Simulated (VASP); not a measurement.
# GaN (F-43m) in VASP: notebook

GaN is run at these levels: LDA; tasks: single point.

Everything below comes from runs of VASP 6.6.1. Logs are shortened: lines on timing, memory, paths and dates and some standing lists are left out, and cuts for length are marked.

## Step 1: The cell of the first run

It takes space group F-43m (No. 216, cubic). The conventional cell has a = 4.334 Å, b = 4.334 Å, c = 4.334 Å, α = 90.00°, β = 90.00°, γ = 90.00°. Ga (site symmetry -43m) has 4 N at 1.88 Å within 2.5 Å. N (site symmetry -43m) has 4 Ga at 1.88 Å within 2.5 Å.

## Step 2: Single point, LDA

INCAR

```
SYSTEM = GaN
  PREC = Accurate
  ENCUT = 1330
  EDIFF = 1E-6
  ISMEAR = 0
  SIGMA = 0.01
  LREAL = .False.
  LASPH = .True.
  NELM = 120
  ALGO = Normal
  ISIF = 2
  LWAVE = .False.
  LCHARG = .False.
  GGA = CA
  NBANDS = 16
  GGA_COMPAT = .False.
```

KPOINTS

```
regular mesh
0
Gamma
  10 10 10
  0 0 0
```

POSCAR

```
GaN
1.0
    0.0000000000      2.1671959118      2.1671959118
    2.1671959118      0.0000000000      2.1671959118
    2.1671959118      2.1671959118      0.0000000000
Ga N
1 1
Direct
    0.0000000000      0.0000000000      0.0000000000
    0.7500000000      0.7500000000      0.7500000000
```

Potentials or basis: VASP PAW LDA potentials, release 64 (Ga_d, N_h).

Command:

```
cat potpaw_LDA.64/Ga_d/POTCAR potpaw_LDA.64/N_h/POTCAR > POTCAR
mpirun -np 1 vasp_std > vasp.out
```

OUTCAR:

```text
SYSTEM = GaN
   PREC = Accurate
   ENCUT = 1330
   EDIFF = 1E-6
   ISMEAR = 0
   LREAL = .False.
   LASPH = .True.
   NELM = 120
   ISIF = 2
   GGA = CA

 ion  position               nearest neighbor table
   1  0.000  0.000  0.000-   2 1.88   2 1.88   2 1.88   2 1.88
   2  0.750  0.750  0.750-   1 1.88   1 1.88   1 1.88   1 1.88

  LATTYP: Found a face centered cubic cell.
 ALAT       =     4.3343918236

  Lattice vectors:

 A1 = (   0.0000000000,   2.1671959118,   2.1671959118)
 A2 = (   2.1671959118,   0.0000000000,   2.1671959118)
 A3 = (   2.1671959118,   2.1671959118,   0.0000000000)

Analysis of symmetry for initial positions (statically):
=====================================================================
 Subroutine PRICEL returns:
 Original cell was already a primitive cell.

 Routine SETGRP: Setting up the symmetry group for a
 face centered cubic supercell.

 Subroutine GETGRP returns: Found 24 space group operations
 (whereof 24 operations were pure point group operations)
 out of a pool of 48 trial point group operations.

The static configuration has the point symmetry T_d .

Analysis of symmetry for dynamics (positions and initial velocities):
=====================================================================
 Subroutine PRICEL returns:
 Original cell was already a primitive cell.

 Routine SETGRP: Setting up the symmetry group for a
 face centered cubic supercell.

 Subroutine GETGRP returns: Found 24 space group operations
 (whereof 24 operations were pure point group operations)
 out of a pool of 48 trial point group operations.

The dynamic configuration has the point symmetry T_d .

 Subroutine INISYM returns: Found 24 space group operations
 (whereof 24 operations are pure point group operations),
 and found     1 'primitive' translations

----------------------------------------------------------------------------------------

                                     Primitive cell

  volume of cell :      20.3575

  direct lattice vectors                    reciprocal lattice vectors
     0.000000000  2.167195912  2.167195912    -0.230712875  0.230712875  0.230712875
     2.167195912  0.000000000  2.167195912     0.230712875 -0.230712875  0.230712875
     2.167195912  2.167195912  0.000000000     0.230712875  0.230712875 -0.230712875

  length of vectors
     3.064877851  3.064877851  3.064877851     0.399606422  0.399606422  0.399606422

  position of ions in fractional coordinates (direct lattice)
     0.000000000  0.000000000  0.000000000
     0.750000000  0.750000000  0.750000000

  ion indices of the primitive-cell ions
   primitive index   ion index
                 1           1
                 2           2

----------------------------------------------------------------------------------------

 KPOINTS: regular mesh

Automatic generation of k-mesh.
 Grid dimensions read from file:
 generate k-points for:   10   10   10

 Generating k-lattice:

  Cartesian coordinates                     Fractional coordinates (reciprocal lattice)
    -0.023071288  0.023071288  0.023071288     0.100000000  0.000000000  0.000000000
     0.023071288 -0.023071288  0.023071288     0.000000000  0.100000000  0.000000000
     0.023071288  0.023071288 -0.023071288     0.000000000  0.000000000  0.100000000

  Length of vectors
     0.039960642  0.039960642  0.039960642

  Shift w.r.t. Gamma in fractional coordinates (k-lattice)
     0.000000000  0.000000000  0.000000000

 Subroutine IBZKPT returns following result:
 ===========================================

 Found     47 irreducible k-points:

 Following reciprocal coordinates:
            Coordinates               Weight
  0.000000  0.000000  0.000000      1.000000
  0.100000  0.000000  0.000000      8.000000
  0.200000  0.000000  0.000000      8.000000
  0.300000  0.000000  0.000000      8.000000
  0.400000  0.000000  0.000000      8.000000
  0.500000  0.000000  0.000000      4.000000
[... 16 lines left out ...]
  0.300000  0.300000  0.000000      6.000000
  0.400000  0.300000  0.000000     24.000000
 [... further k-points ...]
   k-points           NKPTS =     47   k-points in BZ     NKDIM =     47   number of bands    NBANDS=     16
   number of dos      NEDOS =    301   number of ions     NIONS =      2
   total plane-waves  NPLWV =  46656
   dimension x,y,z NGX =    36 NGY =   36 NGZ =   36
   dimension x,y,z NGXF=    72 NGYF=   72 NGZF=   72
   ions per type =               1   1
   NGX,Y,Z   is equivalent  to a cutoff of  19.53, 19.53, 19.53 a.u.
   NGXF,Y,Z  is equivalent  to a cutoff of  39.05, 39.05, 39.05 a.u.
 SYSTEM =  GaN
   PREC   = accura    normal or accurate (medium, high low for compatibility)
   ISTART =      0    job   : 0-new  1-cont  2-samecut
   ICHARG =      2    charge: 1-file 2-atom 10-const
   ISPIN  =      1    spin polarized calculation?
   LNONCOLLINEAR =      F non collinear calculations
   LSORBIT =      F    spin-orbit coupling
   LASPH  =      T    aspherical Exc in radial PAW
   ENCUT  = 1330.0 eV  97.75 Ry    9.89 a.u.   9.11  9.11  9.11*2*pi/ulx,y,z
   NELM   =    120;   NELMIN=  2; NELMDL= -5     # of ELM steps
   EDIFF  = 0.1E-05   stopping-criterion for ELM
   LREAL  =      F    real-space projection
[... 7 lines left out ...]
   TEBEG  =    0.0;   TEEND  =   0.0 temperature during run
   PSTRESS=    0.0 pullay stress
   NELECT =      18.0000    total number of electrons
   NUPDOWN=      -1.0000    fix difference up-down
   EMIN   =  10.00;   EMAX   =-10.00  energy-range for DOS
   EFERMI =   0.00;   METHOD = LEGACY
   ISMEAR =     0;   SIGMA  =   0.01  broadening in eV -4-tet -1-fermi 0-gaus
   EFERMI_NEDOS =   21; number of points for ismear=-14 and -15
   IALGO  =     38    algorithm
   IMIX   =      4    mixing-type and parameters
     AMIX     =   0.40;   BMIX     =  1.00
     AMIX_MAG =   1.60;   BMIX_MAG =  1.00
  volume/ion in A,a.u.               =      10.18        68.69
  Fermi-wavevector in a.u.,A,eV,Ry     =   1.571294  2.969315 33.592313  2.468965
  Thomas-Fermi vector in A             =   2.672900
   LORBIT       =      0    0 simple, 1 ext, 2 COOP (PROOUT), +10 PAW based schemes
   GGA     = CA    functional components
   LHFCALC =     F    Hartree Fock is set to
   AEXX    =    0.0000 exact exchange contribution
   IVDW    =     0    specifies the selected vdW correction
   LEPSILON=     F    determine dielectric tensor
   LRPA    =     F    only Hartree local field effects (RPA)
 non-spin polarized calculation
 Gauss-broadening in eV      SIGMA  =   0.01
  energy-cutoff  :     1330.00
  volume of cell :       20.36
 maximum number of plane-waves:      2272
   NGX = 19   NGY = 19   NGZ = 19

 number of electron      18.0000000 magnetization

 Free energy of the ion-electron system (eV)
  ---------------------------------------------------
  ext. energy  EPLUGINS =         0.00000000
  ---------------------------------------------------
  free energy    TOTEN  =       -13.83087307 eV

  energy without entropy =      -13.83087307  energy(sigma->0) =      -13.83087307

 E-fermi :   6.8079     XC(G=0): -12.7734

 val. band max:        6.7578993845   @ k =   0.0000   0.0000   0.0000
 cond. band min:       9.2663259337   @ k =   0.0000   0.0000   0.0000
 fundamental gap:      2.5084265492
 Fermi energy:         6.8078957201

 k-point     1 :       0.0000    0.0000    0.0000
  band No.  band energies     occupation
      1     -10.1319      2.00000
      2      -6.9697      2.00000
      3      -6.9697      2.00000
      4      -6.9697      2.00000
      5      -6.5141      2.00000
      6      -6.5141      2.00000
[... 8 lines left out ...]
     15      26.3334      0.00000
     16      26.3334      0.00000

 k-point     2 :       0.1000    0.0000    0.0000
  band No.  band energies     occupation
      1      -9.9932      2.00000
      2      -6.9508      2.00000
      3      -6.9508      2.00000
      4      -6.9381      2.00000
      5      -6.5163      2.00000
      6      -6.5163      2.00000
[... 8 lines left out ...]
     15      24.9955      0.00000
     16      25.0242      0.00000

 k-point     3 :       0.2000    0.0000    0.0000
  band No.  band energies     occupation
      1      -9.6315      2.00000
      2      -6.9067      2.00000
      3      -6.9067      2.00000
      4      -6.7901      2.00000
      5      -6.5153      2.00000
      6      -6.5153      2.00000
[... 8 lines left out ...]
     15      24.1963      0.00000
     16      24.1963      0.00000

 k-point     4 :       0.3000    0.0000    0.0000
  band No.  band energies     occupation
      1      -9.2186      2.00000
      2      -6.8676      2.00000
      3      -6.8676      2.00000
      4      -6.4969      2.00000
      5      -6.4969      2.00000
      6      -6.3776      2.00000
[... 8 lines left out ...]
     15      24.8163      0.00000
     16      24.8163      0.00000

 k-point     5 :       0.4000    0.0000    0.0000
  band No.  band energies     occupation
      1      -8.9521      2.00000
      2      -6.8509      2.00000
      3      -6.8509      2.00000
      4      -6.4653      2.00000
      5      -6.4653      2.00000
      6      -5.6407      2.00000
[... 8 lines left out ...]
     15      26.4629      0.00000
     16      26.4629      0.00000

 k-point     6 :       0.5000    0.0000    0.0000
  band No.  band energies     occupation
      1      -8.8721      2.00000
      2      -6.8480      2.00000
      3      -6.8480      2.00000
      4      -6.4493      2.00000
      5      -6.4493      2.00000
      6      -5.1319      2.00000
[... 8 lines left out ...]
     15      27.6639      0.00000
     16      27.6639      0.00000

 k-point     7 :       0.1000    0.1000    0.0000
  band No.  band energies     occupation
      1      -9.9472      2.00000
      2      -6.9485      2.00000
      3      -6.9342      2.00000
      4      -6.9342      2.00000
      5      -6.5298      2.00000
      6      -6.5040      2.00000
[... 8 lines left out ...]
     15      27.1081      0.00000
     16      27.1198      0.00000

 k-point     8 :       0.2000    0.1000    0.0000
  band No.  band energies     occupation
      1      -9.6606      2.00000
      2      -6.9145      2.00000
      3      -6.8887      2.00000
      4      -6.8392      2.00000
      5      -6.5341      2.00000
      6      -6.4941      2.00000
[... 8 lines left out ...]
     15      26.2384      0.00000
     16      26.3200      0.00000

 k-point     9 :       0.3000    0.1000    0.0000
  band No.  band energies     occupation
      1      -9.2669      2.00000
      2      -6.8742      2.00000
      3      -6.8436      2.00000
      4      -6.6278      2.00000
      5      -6.4769      2.00000
      6      -6.4138      2.00000
[... 8 lines left out ...]
     15      25.3674      0.00000
     16      26.3592      0.00000
[... 172 lines left out ...]
 k-point    19 :       0.5000    0.2000    0.0000
  band No.  band energies     occupation
      1      -8.7653      2.00000
      2      -6.8339      2.00000
      3      -6.7390      2.00000
      4      -6.5857      2.00000
      5      -6.4438      2.00000
      6      -5.0434      2.00000
[... 8 lines left out ...]
     15      28.1427      0.00000
     16      28.6873      0.00000

 k-point    20 :      -0.4000    0.2000    0.0000
  band No.  band energies     occupation
      1      -8.7532      2.00000
      2      -6.8387      2.00000
      3      -6.7475      2.00000
      4      -6.5403      2.00000
      5      -6.4784      2.00000
      6      -4.8604      2.00000
[... 8 lines left out ...]
     15      26.4407      0.00000
     16      28.2175      0.00000

 k-point    21 :      -0.3000    0.2000    0.0000
  band No.  band energies     occupation
      1      -8.8551      2.00000
      2      -6.8389      2.00000
      3      -6.7726      2.00000
      4      -6.5361      2.00000
      5      -6.5262      2.00000
      6      -5.4886      2.00000
[... 8 lines left out ...]
     15      25.1875      0.00000
     16      28.6395      0.00000

 k-point    22 :      -0.2000    0.2000    0.0000
  band No.  band energies     occupation
      1      -9.0901      2.00000
      2      -6.8486      2.00000
      3      -6.8239      2.00000
      4      -6.5707      2.00000
      5      -6.5481      2.00000
      6      -6.1394      2.00000
[... 8 lines left out ...]
     15      25.1528      0.00000
     16      28.5740      0.00000

 k-point    23 :       0.3000    0.3000    0.0000
  band No.  band energies     occupation
      1      -8.9666      2.00000
      2      -6.8150      2.00000
      3      -6.7041      2.00000
      4      -6.7041      2.00000
      5      -6.4444      2.00000
      6      -6.1509      2.00000
[... 8 lines left out ...]
     15      29.8937      0.00000
     16      31.0779      0.00000

 k-point    24 :       0.4000    0.3000    0.0000
  band No.  band energies     occupation
      1      -8.7861      2.00000
      2      -6.8259      2.00000
      3      -6.6574      2.00000
      4      -6.6541      2.00000
      5      -6.4304      2.00000
      6      -5.6345      2.00000
[... 8 lines left out ...]
     15      30.3797      0.00000
     16      30.8700      0.00000

 [... further k-points ...]
[... 5 lines left out ...]
  --------------------------------------------------------------------------------------
  -------------------------------------------------------------------------------------
  Total        2.7066342      2.7066342      2.7066342      0.0000000      0.0000000     -0.0000000
  in kB      213.0176691    213.0176691    213.0176691      0.0000000      0.0000000     -0.0000000
  external PRESSURE =     213.0176691 kB  Pullay stress =       0.0000000 kB

 VOLUME and BASIS-vectors are now :
 -----------------------------------------------------------------------------
  energy-cutoff  :     1330.00
  volume of cell :       20.36
      direct lattice vectors                 reciprocal lattice vectors
     0.000000000  2.167195912  2.167195912    -0.230712875  0.230712875  0.230712875
     2.167195912  0.000000000  2.167195912     0.230712875 -0.230712875  0.230712875
     2.167195912  2.167195912  0.000000000     0.230712875  0.230712875 -0.230712875

 POSITION                                       TOTAL-FORCE (eV/Angst)
 -----------------------------------------------------------------------------------
      0.00000      0.00000      0.00000        -0.000000     -0.000000     -0.000000
      3.25079      3.25079      3.25079         0.000000      0.000000      0.000000
 -----------------------------------------------------------------------------------
    total drift:                               -0.000000     -0.000000     -0.000000

  FREE ENERGIE OF THE ION-ELECTRON SYSTEM (eV)
  ---------------------------------------------------
  free  energy   TOTEN  =       -13.8308730718 eV

  energy  without entropy=      -13.8308730718  energy(sigma->0) =      -13.83087307
```

Run time: 24 s. Hardware: 1 thread of Intel Xeon Platinum 8488C (Sapphire Rapids), shared host; peak memory 0.22 GiB.

Results:

```
Free energy            : -13.8309 eV
Pressure               : 21.3 GPa
Band gap on the k mesh : 2.51 eV
```

Caveat: the cell stands under pressure.

## Step 3: Single point, LDA

This run uses another cell than the first one, of 10.33 Å³/atom.

INCAR

```
  PREC = Accurate
  ENCUT = 1330
  EDIFF = 1E-6
  ISMEAR = 0
  SIGMA = 0.01
  LREAL = F
  LASPH = T
  NELM = 120
  ALGO = Normal
  ISIF = 2
  LWAVE = F
  LCHARG = F
  GGA = CA
  NBANDS = 16
  GGA_COMPAT = F
```

KPOINTS

```
Automatic mesh
0
Gamma
  10 10 10
```

POSCAR

```
GaN
1.0
    0.0000000000      2.1776565533      2.1776565533
    2.1776565533      0.0000000000      2.1776565533
    2.1776565533      2.1776565533      0.0000000000
Ga N
1 1
Direct
    0.0000000000      0.0000000000      0.0000000000
    0.7500000000      0.7500000000      0.7500000000
```

Potentials or basis: VASP PAW LDA potentials, release 64 (Ga_d, N_h).

Command:

```
cat potpaw_LDA.64/Ga_d/POTCAR potpaw_LDA.64/N_h/POTCAR > POTCAR
mpirun -np 1 vasp_std > vasp.out
```

Wall time 38 s (1 thread of AMD EPYC 9R45 (Zen 5), shared host); peak memory 0.21 GiB.

The run converged. Its results:

```yaml
Free_energy: -13.8669 eV
Pressure: 17.2 GPa
Band_gap_on_the_k_mesh: 2.42 eV
```

Levels at points of the mesh, in eV from the valence-band top:
```tsv
k point	band 5	band 6	band 7	band 8	band 9	band 10	band 11	band 12	band 13	band 14
(0.00, 0.00, 0.00)	-13.26	-13.26	0.00	0.00	0.00	2.42	10.76	10.76	10.76	18.67
(0.50, 0.00, 0.00)	-13.20	-11.88	-7.84	-1.12	-1.12	5.26	9.10	10.74	10.74	16.29
(0.50, 0.50, 0.00)	-13.16	-11.43	-6.65	-3.12	-3.12	3.27	7.07	12.27	14.86	14.86
```

Caveat: the cell stands under pressure.

(Part 1 of 2 ends here.)
